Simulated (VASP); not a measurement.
# Se (Fd-3m) in VASP: a series of runs, part 2 of 2

VASP 6.6.1. Earlier steps stand in the parts before.

## 3. Single point, PBEsol

This run uses another cell than the first one, of 32.16 Å³/atom, 1.026 times its volume.

INCAR reads:

```
PREC = Accurate ; ENCUT = 520
EDIFF = 1E-7 ; ISMEAR = -1
SIGMA = 0.1 ; LREAL = False
LASPH = True ; NELM = 60
ALGO = Normal ; ISIF = 2
LWAVE = False ; LCHARG = True
GGA = PS ; LELF = True
LVHAR = True ; NBANDS = 13
```

KPOINTS reads:

```
Automatic mesh
0
Gamma
  5 5 5
```

POSCAR reads:

```
Se
1.0
    0.0000000000      3.1801730696      3.1801730696
    3.1801730696      0.0000000000      3.1801730696
    3.1801730696      3.1801730696      0.0000000000
Se
2
Direct
    0.5000000000      0.5000000000      0.5000000000
    0.7500000000      0.7500000000      0.7500000000
```

Potentials or basis: VASP PAW PBE potentials, release 64 (Se).

Command:

```sh
> cat potpaw_PBE.64/Se/POTCAR > POTCAR
> mpirun -np 1 vasp_std > vasp.out
```

OUTCAR:

```text
PREC = Accurate
   ENCUT = 520
   EDIFF = 1E-7
   ISMEAR = -1
   LREAL = False
   LASPH = True
   NELM = 60
   ISIF = 2
   GGA = PS

 ion  position               nearest neighbor table
   1  0.500  0.500  0.500-   2 2.75   2 2.75   2 2.75   2 2.75
   2  0.750  0.750  0.750-   1 2.75   1 2.75   1 2.75   1 2.75

  LATTYP: Found a face centered cubic cell.
 ALAT       =     6.3603461392

  Lattice vectors:

 A1 = (   0.0000000000,   3.1801730696,   3.1801730696)
 A2 = (   3.1801730696,   0.0000000000,   3.1801730696)
 A3 = (   3.1801730696,   3.1801730696,   0.0000000000)

Analysis of symmetry for initial positions (statically):
=====================================================================
 Subroutine PRICEL returns:
 Original cell was already a primitive cell.

 Routine SETGRP: Setting up the symmetry group for a
 face centered cubic supercell.

 Subroutine GETGRP returns: Found 48 space group operations
 (whereof 24 operations were pure point group operations)
 out of a pool of 48 trial point group operations.

The static configuration has the point symmetry T_d .
 The point group associated with its full space group is O_h .

Analysis of symmetry for dynamics (positions and initial velocities):
=====================================================================
 Subroutine PRICEL returns:
 Original cell was already a primitive cell.

 Routine SETGRP: Setting up the symmetry group for a
 face centered cubic supercell.

 Subroutine GETGRP returns: Found 48 space group operations
 (whereof 24 operations were pure point group operations)
 out of a pool of 48 trial point group operations.

The dynamic configuration has the point symmetry T_d .
 The point group associated with its full space group is O_h .

 Subroutine INISYM returns: Found 48 space group operations
 (whereof 24 operations are pure point group operations),
 and found     1 'primitive' translations

----------------------------------------------------------------------------------------

                                     Primitive cell
[... 105 lines left out ...]
   LEPSILON=     F    determine dielectric tensor
   LRPA    =     F    only Hartree local field effects (RPA)
 non-spin polarized calculation
  energy-cutoff  :      520.00
  volume of cell :       64.33
 maximum number of plane-waves:      1759
 NGX is ok and might be reduce to    36
   NGX = 17   NGY = 17   NGZ = 17

 number of electron      11.9999998 magnetization

 Free energy of the ion-electron system (eV)
  ---------------------------------------------------
  ext. energy  EPLUGINS =         0.00000000
  ---------------------------------------------------
  free energy    TOTEN  =        -6.62470318 eV

  energy without entropy =       -6.55728198  energy(sigma->0) =       -6.59099258

 E-fermi :   1.7657     XC(G=0):  -8.2895

 val. band max:        1.5733415649   @ k =  -0.2000   0.2000   0.0000
 cond. band min:       1.7769793601   @ k =  -0.4000   0.2000   0.0000
 fundamental gap:      0.2036377953
 Fermi energy:         1.7656954134

 k-point     1 :       0.0000    0.0000    0.0000
  band No.  band energies     occupation
      1     -13.3797      2.00000
      2      -8.5186      2.00000
      3      -1.5664      2.00000
      4      -1.5664      2.00000
      5      -1.5664      2.00000
      6       1.0409      1.99858
      7       1.0409      1.99858
      8       1.0409      1.99858
      9       5.9843      0.00000
     10       9.4110      0.00000
     11       9.4110      0.00000
     12      11.2199      0.00000
     13      11.2199      0.00000
[... 130 lines left out ...]
  band No.  band energies     occupation
      1     -11.9598      2.00000
      2     -10.8576      2.00000
      3      -3.3037      2.00000
      4      -2.8909      2.00000
      5      -0.0556      2.00000
      6       0.9597      1.99937
      7       3.1339      0.00000
      8       3.1853      0.00000
      9       7.5927      0.00000
     10       7.8346      0.00000
     11      10.4377      0.00000
     12      11.9747      0.00000
     13      13.1417      0.00000

------------------------ aborting loop because EDIFF is reached ----------------------------------------

  FORCE on cell =-STRESS in cart. coord.  units (eV):
  Direction    XX          YY          ZZ          XY          YZ          ZX
  --------------------------------------------------------------------------------------
  -------------------------------------------------------------------------------------
  Total       -1.0107563     -1.0107563     -1.0107563     -0.0000000      0.0000000      0.0000000
  in kB      -25.1753068    -25.1753068    -25.1753068     -0.0000000      0.0000000      0.0000000
  external PRESSURE =     -25.1753068 kB  Pullay stress =       0.0000000 kB

 VOLUME and BASIS-vectors are now :
 -----------------------------------------------------------------------------
  energy-cutoff  :      520.00
  volume of cell :       64.33
      direct lattice vectors                 reciprocal lattice vectors
     0.000000000  3.180173070  3.180173070    -0.157224148  0.157224148  0.157224148
     3.180173070  0.000000000  3.180173070     0.157224148 -0.157224148  0.157224148
     3.180173070  3.180173070  0.000000000     0.157224148  0.157224148 -0.157224148

 POSITION                                       TOTAL-FORCE (eV/Angst)
 -----------------------------------------------------------------------------------
      3.18017      3.18017      3.18017        -0.000000     -0.000000     -0.000000
      4.77026      4.77026      4.77026         0.000000      0.000000      0.000000
 -----------------------------------------------------------------------------------
    total drift:                                0.000000      0.000000      0.000000

  FREE ENERGIE OF THE ION-ELECTRON SYSTEM (eV)
  ---------------------------------------------------
  free  energy   TOTEN  =        -6.6247031846 eV

  energy  without entropy=       -6.5572819828  energy(sigma->0) =       -6.59099258
```

OSZICAR:

```text
N       E                     dE             d eps       ncg     rms          rms(c)
DAV:   1     0.574995893449E+02    0.57500E+02   -0.48850E+03   260   0.755E+02
DAV:   2    -0.242620955603E+01   -0.59926E+02   -0.56703E+02   337   0.127E+02
DAV:   3    -0.659362140135E+01   -0.41674E+01   -0.41432E+01   335   0.380E+01
DAV:   4    -0.662912823656E+01   -0.35507E-01   -0.35491E-01   290   0.413E+00
DAV:   5    -0.662936964269E+01   -0.24141E-03   -0.24140E-03   345   0.351E-01    0.516E+00
DAV:   6    -0.662624341024E+01    0.31262E-02   -0.19425E-03   305   0.281E-01    0.307E+00
DAV:   7    -0.662468338376E+01    0.15600E-02   -0.41882E-03   305   0.413E-01    0.561E-02
DAV:   8    -0.662470031113E+01   -0.16927E-04   -0.10547E-04   315   0.644E-02    0.159E-02
DAV:   9    -0.662470319507E+01   -0.28839E-05   -0.27706E-06   325   0.109E-02    0.523E-03
DAV:  10    -0.662470318463E+01    0.10440E-07   -0.35216E-07   285   0.340E-03
   1 F= -.66247032E+01 E0= -.65909926E+01  d E =-.674212E-01
```

It took 4.7 s on 1 thread of Intel Xeon 6975P-C (Granite Rapids), shared host; peak memory 0.19 GiB.

What came out:

| Property | Result |
| --- | --- |
| Free energy | -6.6247 eV |
| Pressure | -2.5 GPa |
| Band gap on the k mesh | zero (band 6 reaches 2.01 eV, above the bottom of band 7 at 1.04 eV) |

Levels at points of the mesh, in eV from the Fermi level:
| k point | band 4 | band 5 | band 6 | band 7 | band 8 | band 9 |
| --- | --- | --- | --- | --- | --- | --- |
| (0.00, 0.00, 0.00) | -3.33 | -3.33 | -0.72 | -0.72 | -0.72 | 4.22 |

Caveat: the PAW data sets were made with another functional, which shifts forces and pressure a little.

## 4. Single point, PBEsol

This run uses another cell than the first one, of 32.98 Å³/atom, 1.052 times its volume.

INCAR reads:

```
SYSTEM = Se
PREC = Accurate ; ENCUT = 520
EDIFF = 1E-6 ; ISMEAR = -1
SIGMA = 0.1 ; LREAL = .FALSE.
LASPH = .TRUE. ; NELM = 80
ALGO = Normal ; ISIF = 2
LWAVE = .FALSE. ; LCHARG = .FALSE.
GGA = PS ; NBANDS = 13
```

KPOINTS reads:

```
regular mesh
0
G
  5 5 5
  0 0 0
```

POSCAR reads:

```
Se
1.0
    0.0000000000      3.2067866338      3.2067866338
    3.2067866338      0.0000000000      3.2067866338
    3.2067866338      3.2067866338      0.0000000000
Se
2
Direct
    0.5000000000      0.5000000000      0.5000000000
    0.7500000000      0.7500000000      0.7500000000
```

Command:

```sh
> cat potpaw_PBE.64/Se/POTCAR > POTCAR
> mpirun -np 1 vasp_std > vasp.out
```

Wall time 4.2 s (1 thread of Intel Xeon 6975P-C (Granite Rapids), shared host); peak memory 0.19 GiB.

Results (log left out):

* Free energy: -6.5951 eV
* Pressure: -3.3 GPa
* Band gap on the k mesh: zero (band 6 reaches 1.80 eV, above the bottom of band 7 at 0.86 eV)

Levels at points of the mesh, in eV from the Fermi level:
| k point | band 2 | band 3 | band 4 | band 5 | band 6 | band 7 | band 8 | band 9 | band 10 | band 11 |
| --- | --- | --- | --- | --- | --- | --- | --- | --- | --- | --- |
| (0.00, 0.00, 0.00) | -10.34 | -3.24 | -3.24 | -3.24 | -0.69 | -0.69 | -0.69 | 4.24 | 7.68 | 7.68 |

Caveat: the PAW data sets were made with another functional, which shifts forces and pressure a little.

## 5. The runs side by side

| cell | gap on the mesh (eV) | pressure (GPa) |
| --- | --- | --- |
| a = 4.459 Å, angles 60.0°, 2 atoms | none | -1.6 |
| a = 4.497 Å, angles 60.0°, 2 atoms | none | -2.5 |
| a = 4.535 Å, angles 60.0°, 2 atoms | none | -3.3 |

Alike in all rows: task single point; level PBEsol; potentials or basis VASP PAW PBE potentials, release 64 (Se); no spin polarisation; k mesh 5 × 5 × 5; cutoff (eV) 520; smearing fermi-dirac 0.1 eV.

Caveats: the PAW data sets were made with another functional, which shifts forces and pressure a little.

Absolute energies hang on the potentials; compare differences alone.
